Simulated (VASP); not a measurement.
# Pd (P6_3/mmc) in VASP: further runs, part 2 of 2

VASP 6.6.1. Earlier steps stand in the parts before.

## Step 5: Single point, PBE (12.43 Å³/atom)

This run uses another cell than the first one, of 12.43 Å³/atom.

Contents of INCAR:

```
SYSTEM = Pd
PREC = Accurate
ENCUT = 520
EDIFF = 1E-6
ISMEAR = -1
SIGMA = 0.05
LREAL = .FALSE.
LASPH = .TRUE.
NELM = 60
ALGO = Normal
ISIF = 2
LWAVE = .FALSE.
LCHARG = .FALSE.
GGA = PE
NBANDS = 17
```

Contents of KPOINTS:

```
Automatic mesh
0
G
  14 14 7
  0 0 0
```

Contents of POSCAR:

```
Pd
1.0
    2.5841257186      0.0000000000      0.0000000000
   -1.2920628593      2.2379185189      0.0000000000
    0.0000000000      0.0000000000      4.2970836122
Pd
2
Direct
    0.6666666667      0.3333333333      0.7500000000
    0.3333333333      0.6666666667      0.2500000000
```

Potentials or basis: VASP PAW PBE potentials, release 64 (Pd).

Started as:

```console
cat potpaw_PBE.64/Pd/POTCAR > POTCAR
mpirun -np 1 vasp_std > vasp.out
```

OUTCAR:

```text
SYSTEM = Pd
   PREC = Accurate
   ENCUT = 520
   EDIFF = 1E-6
   ISMEAR = -1
   LREAL = .FALSE.
   LASPH = .TRUE.
   NELM = 60
   ISIF = 2
   GGA = PE

 ion  position               nearest neighbor table
   1  0.667  0.333  0.750-   2 2.62   2 2.62   2 2.62   2 2.62   2 2.62   2 2.62
   2  0.333  0.667  0.250-   1 2.62   1 2.62   1 2.62   1 2.62   1 2.62   1 2.62

  LATTYP: Found a hexagonal cell.
 ALAT       =     2.5841257186
 C/A-ratio  =     1.6628771508

  Lattice vectors:
[... 193 lines left out ...]
      4       9.3583      2.00000
      5       9.3583      2.00000
      6       9.8405      2.00000
[... 457 lines left out ...]
      4       8.6574      2.00000
      5       9.0613      2.00000
      6       9.2628      2.00000
[... 9 lines left out ...]
     16      28.6934      0.00000
     17      28.7591      0.00000

 [... further k-points ...]
[... 5 lines left out ...]
  --------------------------------------------------------------------------------------
  -------------------------------------------------------------------------------------
  Total        9.7373231      9.7373231      9.8464835      0.0000000     -0.0000000      0.0000000
  in kB      627.7958665    627.7958665    634.8337770      0.0000000     -0.0000000      0.0000000
  external PRESSURE =     630.1418367 kB  Pullay stress =       0.0000000 kB

 VOLUME and BASIS-vectors are now :
 -----------------------------------------------------------------------------
  energy-cutoff  :      520.00
  volume of cell :       24.85
      direct lattice vectors                 reciprocal lattice vectors
     2.584125719  0.000000000  0.000000000     0.386978076  0.223421897  0.000000000
    -1.292062859  2.237918519  0.000000000     0.000000000  0.446843793  0.000000000
     0.000000000  0.000000000  4.297083612     0.000000000  0.000000000  0.232715974

 POSITION                                       TOTAL-FORCE (eV/Angst)
 -----------------------------------------------------------------------------------
      1.29206      0.74597      3.22281         0.000000      0.000000      0.000000
     -0.00000      1.49195      1.07427         0.000000      0.000000      0.000000
 -----------------------------------------------------------------------------------
    total drift:                                0.000000     -0.000000      0.000000

  FREE ENERGIE OF THE ION-ELECTRON SYSTEM (eV)
  ---------------------------------------------------
  free  energy   TOTEN  =        -9.4583769061 eV

  energy  without entropy=       -9.4249952845  energy(sigma->0) =       -9.44168610
```

OSZICAR:

```text
N       E                     dE             d eps       ncg     rms          rms(c)
DAV:   1     0.113818918662E+03    0.11382E+03   -0.10729E+04  3264   0.119E+03
DAV:   2    -0.822547143251E+01   -0.12204E+03   -0.11584E+03  3400   0.268E+02
DAV:   3    -0.100387070044E+02   -0.18132E+01   -0.17969E+01  4102   0.363E+01
DAV:   4    -0.100495839642E+02   -0.10877E-01   -0.10876E-01  3912   0.268E+00
DAV:   5    -0.100497289792E+02   -0.14501E-03   -0.14501E-03  4011   0.322E-01    0.185E+01
DAV:   6    -0.953252282088E+01    0.51721E+00   -0.74947E-01  3551   0.952E+00    0.951E+00
DAV:   7    -0.946643109860E+01    0.66092E-01   -0.56742E-02  4183   0.257E+00    0.286E+00
DAV:   8    -0.945840374452E+01    0.80274E-02   -0.10825E-02  3721   0.987E-01    0.225E-01
DAV:   9    -0.945836443698E+01    0.39308E-04   -0.87824E-05  3853   0.856E-02    0.310E-02
DAV:  10    -0.945837737989E+01   -0.12943E-04   -0.53249E-06  4007   0.175E-02    0.899E-03
DAV:  11    -0.945837690611E+01    0.47378E-06   -0.26418E-07  2040   0.504E-03
   1 F= -.94583769E+01 E0= -.94416861E+01  d E =-.333816E-01
```

It took 30 s on 1 thread of Intel Xeon 8259CL, shared host; peak memory 0.16 GiB.

What came out:

```
Free energy            : -9.4584 eV
Pressure               : 63.0 GPa
Band gap on the k mesh : zero (bands 10 and 11 overlap by 1.08 eV)
```

Stress tensor (GPa, compression positive):
```
62.78  0.00  0.00
 0.00 62.78  0.00
 0.00  0.00 63.48
```

Caveat: the cell stands under pressure.

## Step 6: Single point, PBE (13.20 Å³/atom)

This run uses another cell than the first one, of 13.20 Å³/atom.

Contents of INCAR:

```
SYSTEM = Pd
  ALGO = Normal
  EDIFF = 1E-6
  ENCUT = 520
  GGA = PE
  ISIF = 2
  ISMEAR = -1
  LASPH = .True.
  LCHARG = .False.
  LREAL = .False.
  LWAVE = .False.
  NBANDS = 17
  NELM = 80
  PREC = Accurate
  SIGMA = 0.05
```

Contents of KPOINTS:

```
k-points
0
Gamma
  14 14 7
  0 0 0
```

Contents of POSCAR:

```
Pd
1.0
    2.6368774808      0.0000000000      0.0000000000
   -1.3184387404      2.2836028851      0.0000000000
    0.0000000000      0.0000000000      4.3848033122
Pd
2
Direct
    0.6666666667      0.3333333333      0.7500000000
    0.3333333333      0.6666666667      0.2500000000
```

Potentials or basis: VASP PAW PBE potentials, release 64 (Pd).

Started as:

```console
cat potpaw_PBE.64/Pd/POTCAR > POTCAR
mpirun -np 1 vasp_std > vasp.out
```

It took 38 s on 1 thread of Intel Xeon 8259CL, shared host; peak memory 0.17 GiB.

The run converged. Its results:

| Item | Value |
| --- | --- |
| Free energy | -9.9438 eV |
| Pressure | 38.2 GPa |
| Band gap on the k mesh | zero (bands 10 and 11 overlap by 0.97 eV) |

Stress tensor (GPa, compression positive):
```
37.97  0.00  0.00
 0.00 37.97  0.00
 0.00  0.00 38.78
```

Levels at points of the mesh, in eV from the Fermi level:
| k point | band 8 | band 9 | band 10 | band 11 | band 12 | band 13 |
| --- | --- | --- | --- | --- | --- | --- |
| (0.00, 0.00, 0.00) | -2.03 | -2.03 | -0.29 | -0.29 | 0.60 | 7.96 |
| (0.50, 0.00, 0.00) | 0.03 | 0.06 | 0.26 | 2.83 | 5.05 | 10.49 |

Caveat: the cell stands under pressure.

## Step 7: Summary

```csv
cell,smearing,gap on the mesh (eV),pressure (GPa)
"a = 2.495, b = 2.495, c = 4.149 Å, angles 90.0, 90.0, 120.0°, 2 atoms",fermi-dirac 0.05 eV,none,124.8
"a = 2.495, b = 2.495, c = 4.149 Å, angles 90.0, 90.0, 120.0°, 2 atoms",tetrahedron,none,124.7
"a = 2.584, b = 2.584, c = 4.297 Å, angles 90.0, 90.0, 120.0°, 2 atoms",fermi-dirac 0.05 eV,none,63.0
"a = 2.637, b = 2.637, c = 4.385 Å, angles 90.0, 90.0, 120.0°, 2 atoms",fermi-dirac 0.05 eV,none,38.2
```

Alike in all rows: task single point; level PBE; potentials or basis VASP PAW PBE potentials, release 64 (Pd); no spin polarisation; k mesh 14 × 14 × 7; cutoff (eV) 520.

Caveats: the cell stands under pressure.

Absolute energies hang on the potentials; compare differences alone.
